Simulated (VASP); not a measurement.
Y, 2 atoms in the cell. It takes space group P6_3/mmc (No. 194, hexagonal). The conventional cell has a = 3.602 Å, b = 3.602 Å, c = 5.670 Å, α = 90.00°, β = 90.00°, γ = 120.00°. Within 4.6 Å of Y (site symmetry -6m2) lie 12 Y at 3.52 to 3.60 Å.  This cell differs from its parent crystal: volume scaled by 0.96.

| Property | Result |
| --- | --- |
| Program | VASP 6.6.1 |
| Task | electric field gradients |
| Functional | LDA |
| Potentials or basis | VASP PAW LDA potentials, release 64 (Y_sv) |
| Cutoff | 520 eV |
| k mesh | 12 × 12 × 7 |
| Occupations | fermi-dirac, width 0.08 eV |
| Spin | no spin polarisation |
| Dipole correction | no |
| Further INCAR settings | ALGO = Normal; EDIFF = 1e-08; NBANDS = 18 |

Potentials or basis: VASP PAW LDA potentials, release 64 (Y_sv).

Run with:

```sh
$ cat potpaw_LDA.64/Y_sv/POTCAR > POTCAR
$ mpirun -np 1 vasp_std > vasp.out
```

Hardware: 1 thread of Intel(R) Xeon(R) Platinum 8488C (Sapphire Rapids) (shared host).

Task: How long does it take, and how much memory?

Result: Run time: 44 s on 1 thread of Intel(R) Xeon(R) Platinum 8488C (Sapphire Rapids), with other jobs on the host, peak memory 0.21 GiB. Counts: scf iterations 14, k points 76.
